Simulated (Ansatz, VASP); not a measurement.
# MgO in VASP and in Ansatz

```
Mg O
1.0
     0.00000    2.12722    2.12722
     2.12722    0.00000    2.12722
     2.12722    2.12722    0.00000
Mg O
1 1
Direct
  0.98669 0.01331 0.03992
  0.52021 0.47979 0.43936
```

Change from the starting cell: mode 4 frozen in at -0.172 Å and mode 5 at -0.086 Å (largest displacements).

Alike in both runs: task single point; functional PBE; k mesh 10 × 10 × 10; occupations gaussian, width 0.05 eV; no spin polarisation.

|  | VASP | Ansatz |
| --- | --- | --- |
| version | VASP 6.6.1 | Ansatz 0.2.0 |
| potentials or method | VASP PAW PBE potentials, release 64 (Mg, O), cutoff 520 eV | scalar-relativistic, plane waves, PAW |
| valence electrons in the cell | 8 | 16 |

```csv
,VASP,Ansatz,Ansatz less VASP
gap on the k mesh at the Fermi level (eV),4.41,4.43,+0.018
least direct gap on the mesh (eV),4.41,4.43,+0.018
pressure (GPa),8.7,9.3,+0.61
"traceless stress, the component that is largest in VASP (GPa)",16.61,16.34,-0.275
rms of the force components (eV/Å),1.261,1.243,-0.0178
```

Atom by atom the forces differ by 0.018 eV/Å (rms over components). VASP's potentials hold 8 valence electrons a cell and Ansatz's 16, so a difference there can come from the potentials and not from the codes.
